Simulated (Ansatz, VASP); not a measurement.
## PbS: VASP beside Ansatz

```xyz
4
Lattice="2.1233 -3.6809 0.0000 2.1233 3.6809 0.0000 0.0000 0.0000 7.8040" Properties=species:S:1:pos:R:3 pbc="T T T"
Pb    2.1233    3.6733    3.7984
Pb    2.1233   -3.6733    7.7004
S     2.1233   -1.2305    5.4040
S     2.1233    1.2305    1.5020
```

Alike in both runs: task single point; functional PBEsol; k mesh 6 × 6 × 4; occupations fermi-dirac, width 0.02 eV; no spin polarisation.

|  | VASP | Ansatz |
| --- | --- | --- |
| version | VASP 6.6.1 | Ansatz 0.2.0 |
| potentials or method | VASP PAW PBE potentials, release 64 (Pb_d, S), cutoff 520 eV | plane waves, PAW |
| valence electrons in the cell | 40 | 40 |

|  | VASP | Ansatz | Ansatz less VASP |
| --- | --- | --- | --- |
| pressure (GPa) | -5.5 | -5.5 | +0.05 |
| traceless stress, the component that is largest in VASP (GPa) | -0.49 | -0.49 | -0.001 |

VASP's potentials were made for PBE, not for PBEsol. The functional is the same, so the differences come from potentials, cutoffs and numerics.

Neither program's run includes spin-orbit coupling.
